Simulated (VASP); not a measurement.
Se: relaxation of cell and atoms with PBEsol

Se:

```
Se
1.0
    -1.30311    1.30311    3.51003
     1.30311   -1.30311    3.51003
     1.30311    1.30311   -3.51003
Se
1
Direct
  0.00000 0.00000 0.00000
```

```
Program                : VASP 6.6.1
Task                   : relaxation of cell and atoms
Functional             : PBEsol
Potentials or basis    : VASP PAW PBE potentials, release 64 (Se)
Cutoff                 : 600 eV
k mesh                 : 22 × 22 × 22
Occupations            : gaussian, width 0.1 eV
Spin                   : no spin polarisation
Dipole correction      : no
Further INCAR settings : ALGO = Normal; EDIFF = 1e-07; IBRION = 2; EDIFFG = -0.01; NSW = 100; ISIF = 3
```

```json
{"Relaxed volume": "24.99 Å³/atom", "Relaxed cell": "a = 4.117 Å, b = 4.117 Å, c = 4.117 Å, α = 143.11°, β = 143.11°, γ = 53.17°", "Space group after relaxing (to 0.1 Å)": "I4/mmm (No. 139)", "Energy gained by relaxing": "3.1 meV/atom", "Ionic steps": "7", "Pressure after relaxing": "0.0 GPa", "Band gap on the k mesh": "zero (bands 3 and 4 overlap by 5.69 eV)"}
```

Step by step:
| step | energy change (eV) | largest force (eV/Å) | pressure (GPa) | volume (Å³) |
| --- | --- | --- | --- | --- |
| 1 | 0.0000 | 0.0000 | 0.29 | 23.84 |
| 2 | -0.0009 | 0.0000 | 0.30 | 23.99 |
| 3 | -0.0026 | 0.0000 | 0.35 | 24.44 |
| 4 | -0.0020 | 0.0000 | 0.57 | 25.32 |
| 5 | -0.0029 | 0.0000 | 0.43 | 24.80 |
| 6 | -0.0026 | 0.0000 | -0.62 | 25.29 |
| 7 | -0.0031 | 0.0000 | 0.01 | 24.99 |

Final structure:
```cif
data_structure
_symmetry_space_group_name_H-M 'P 1'
_symmetry_Int_Tables_number 1
_cell_length_a 4.1170
_cell_length_b 4.1170
_cell_length_c 4.1170
_cell_angle_alpha 143.105
_cell_angle_beta 143.105
_cell_angle_gamma 53.167
_cell_volume 24.99
loop_
_atom_site_label
_atom_site_type_symbol
_atom_site_fract_x
_atom_site_fract_y
_atom_site_fract_z
_atom_site_occupancy
Se1 Se 0.00000 0.00000 0.00000 1
```

Levels at points of the mesh, in eV from the Fermi level:
```csv
k point,band 1,band 2,band 3,band 4,band 5,band 6,band 7
"(0.00, 0.00, 0.00)",-15.85,-2.57,4.10,4.25,4.25,10.03,12.57
"(0.50, 0.00, 0.00)",-12.52,-6.88,-1.13,5.18,6.26,12.61,13.20
"(0.50, 0.50, 0.00)",-9.15,-4.45,-4.19,1.39,4.06,8.07,11.83
"(0.50, 0.50, 0.50)",-15.54,-5.18,4.06,4.06,9.66,11.54,12.09
```

Run time: 5.1 min on 1 thread of Intel(R) Xeon(R) 6975P-C (Granite Rapids), on a shared host, peak memory 0.32 GiB.

Caveat: the PAW data sets were made with another functional, which shifts forces and pressure a little.
